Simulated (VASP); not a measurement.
Crystal: AlBAs2.

```xyz
4
Lattice="1.8041 1.0416 6.6512 -1.8041 1.0416 6.6512 0.0000 -2.0832 6.6512" Properties=species:S:1:pos:R:3 pbc="T T T"
Al    0.0000    0.0000    0.0000
B     0.0000    0.0000    9.9767
As    0.0000    0.0000   17.8153
As    0.0000    0.0000    2.1382
```

The cell was built from a structure type or drawn by symmetry, and may not be a known phase.

| Quantity | Value |
| --- | --- |
| Program | VASP 6.6.1 |
| Task | relaxation of cell and atoms |
| Functional | PBE |
| Potentials or basis | VASP PAW PBE potentials, release 64 (Al, B, As) |
| Cutoff | 600 eV |
| k mesh | 6 × 6 × 6 |
| Occupations | gaussian, width 0.1 eV |
| Spin | no spin polarisation |

At the start: pressure 4.2 GPa; volume 18.75 Å³/atom.

**Question.** How do energy, volume and symmetry change on relaxing?

**Answer.** Over 16 steps the energy falls by 456.4 meV/atom and the volume is 16.65 Å³/atom (-11.2 %); space group R-3m (No. 166, to 0.1 Å) before and after.

The path:
```csv
step,energy change (eV),largest force (eV/Å),pressure (GPa),volume (Å³)
1,0.0000,4.0585,4.19,74.99
2,-1.4514,0.3869,-6.45,78.73
3,-1.5183,0.0419,-6.94,77.87
4,-1.7279,0.9081,0.48,69.61
5,-1.7283,0.8652,0.11,69.92
6,-1.7778,0.3318,-0.35,68.82
7,-1.8006,0.1507,-0.59,67.99
8,-1.7883,0.8689,-0.80,66.33
9,-1.8109,0.1116,-0.76,67.45
10,-1.8117,0.2930,-0.81,67.18
11,-1.8119,0.2320,-0.80,67.27
12,-1.8205,0.2875,0.40,65.77
13,-1.8212,0.2743,0.12,66.09
14,-1.8256,0.0290,0.33,66.21
15,-1.8256,0.0217,0.32,66.21
16,-1.8257,0.0156,-0.25,66.59
```

Final structure:
```
Al B As
1.0
     1.58250    0.91365    7.67542
    -1.58250    0.91365    7.67542
     0.00000   -1.82731    7.67542
Al B As
1 1 2
Direct
  0.00000 0.00000 0.00000
  0.50000 0.50000 0.50000
  0.88868 0.88868 0.88868
  0.11132 0.11132 0.11132
```
